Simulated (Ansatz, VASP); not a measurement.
## BaS: VASP beside Ansatz

```
CELL_PARAMETERS angstrom
-0.01583 3.15838 3.15838
3.15838 -0.01583 3.15838
3.15838 3.15838 -0.01583
ATOMIC_POSITIONS crystal
Ba 0.00000 0.00000 0.00000
S 0.50000 0.50000 0.50000
```

Change from the starting cell: equal xy, yz and zx engineering shears of -0.5 %.

Alike in both runs: functional PBEsol; k mesh 8 × 8 × 8; non-collinear spin, spin-orbit coupling.

Ansatz relaxed the structure, and its values are those at the end. VASP's run is a single point on that final structure, the one shown.

|  | VASP | Ansatz |
| --- | --- | --- |
| version | VASP 6.6.1 | Ansatz 0.2.0 |
| potentials or method | VASP PAW PBE potentials, release 64 (Ba_sv, S), cutoff 520 eV | all-electron LAPW |
| occupations | gaussian, width 0.01 eV | fixed |

|  | VASP | Ansatz | Ansatz less VASP |
| --- | --- | --- | --- |
| pressure (GPa) | 0.6 | 0.0 | -0.68 |

VASP's potentials were made for PBE, not for PBEsol. Ansatz ran all-electron here, and VASP with PAW potentials.
